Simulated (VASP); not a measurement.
Input of a VASP 6.6.1 run:

Contents of INCAR:

```
PREC = Accurate
ENCUT = 520
EDIFF = 1E-6
ISMEAR = -1
SIGMA = 0.02
LREAL = F
LASPH = T
NELM = 60
ALGO = Normal
ISIF = 2
LWAVE = F
LCHARG = T
GGA = PE
LELF = T
LVHAR = T
NBANDS = 60
```

File KPOINTS:

```
regular mesh
0
Gamma
  4 4 6
```

Contents of POSCAR:

```
Ba3CaF8
1.0
    4.2683172480     -6.0887000696      0.0000000000
    4.2683172480      6.0887000696      0.0000000000
    0.0000000000      0.0000000000      4.3137810209
Ca F Ba
1 8 3
Direct
    0.0000000000      0.0000000000      0.0000000000
    0.3750854785      0.6249145215      0.5000000000
    0.1136386174      0.8863613826      0.5000000000
    0.8872980033      0.6500856834      0.0000000000
    0.6500856834      0.8872980033      0.0000000000
    0.3499143166      0.1127019967      0.0000000000
    0.1127019967      0.3499143166      0.0000000000
    0.8863613826      0.1136386174      0.5000000000
    0.6249145215      0.3750854785      0.5000000000
    0.5000000000      0.0000000000      0.5000000000
    0.0000000000      0.5000000000      0.5000000000
    0.5000000000      0.5000000000      0.0000000000
```

Potentials or basis: VASP PAW PBE potentials, release 64 (Ca_sv, F, Ba_sv).

Run with:

```sh
$ cat potpaw_PBE.64/Ca_sv/POTCAR potpaw_PBE.64/F/POTCAR potpaw_PBE.64/Ba_sv/POTCAR > POTCAR
$ mpirun -np 1 vasp_std > vasp.out
```

**Question.** What does it give for the pressure?

**Answer.** 0.9 GPa.

**Question.** What does it give for the largest force?

**Answer.** 0.061 eV/Å.

Forces on the atoms (eV/Å):
```
Ca   0.000  0.000  0.000
F    0.000 -0.002  0.000
F    0.000  0.061  0.000
F    0.039  0.028  0.000
F    0.039 -0.028  0.000
F   -0.039  0.028  0.000
F   -0.039 -0.028  0.000
F    0.000 -0.061  0.000
F    0.000  0.002  0.000
Ba   0.000  0.000  0.000
Ba   0.000  0.000  0.000
Ba   0.000  0.000  0.000
```
